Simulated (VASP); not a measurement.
## Ag: single point with PBE

Crystal: Ag.

```
Ag
1.0
     2.65236    0.00000    0.00000
     0.00000    2.65236    0.00000
     0.00000    0.00000    2.65236
Ag
1
Direct
  0.00000 0.00000 0.00000
```

This isn't the form of Ag at room conditions, which is fcc.

```
Program                : VASP 6.6.1
Task                   : single point
Functional             : PBE
Potentials or basis    : VASP PAW PBE potentials, release 64 (Ag)
Cutoff                 : 500 eV
k mesh                 : 16 × 16 × 16
Occupations            : fermi-dirac, width 0.1 eV
Spin                   : no spin polarisation
Dipole correction      : no
Further INCAR settings : ALGO = Normal; EDIFF = 1e-06; NBANDS = 12
```

- Pressure: 9.8 GPa
- Band gap on the k mesh: zero (an odd number of electrons rules out a gap without spin polarisation)

Levels at points of the mesh, in eV from the Fermi level:
```
           k point  band 1  band 2  band 3  band 4  band 5  band 6  band 7  band 8  band 9  band 10
(0.00, 0.00, 0.00)   -7.00   -6.24   -6.24   -2.77   -2.77   -2.77   14.74   14.74   14.74    20.32
(0.50, 0.00, 0.00)   -5.88   -5.55   -3.91   -3.91   -2.66   -0.78    2.12   17.44   19.70    20.38
(0.50, 0.50, 0.00)   -6.26   -5.33   -3.70   -3.70   -1.87    3.99    3.99    8.47   10.06    22.22
(0.50, 0.50, 0.50)   -5.64   -5.64   -5.64   -1.80   -1.80    9.10    9.10    9.10   10.25    15.15
```

Wall time 11 s on 1 thread of AMD EPYC 9R45 (Zen 5) (shared host), peak memory 0.11 GiB.

Caveat: the cell stands under pressure.
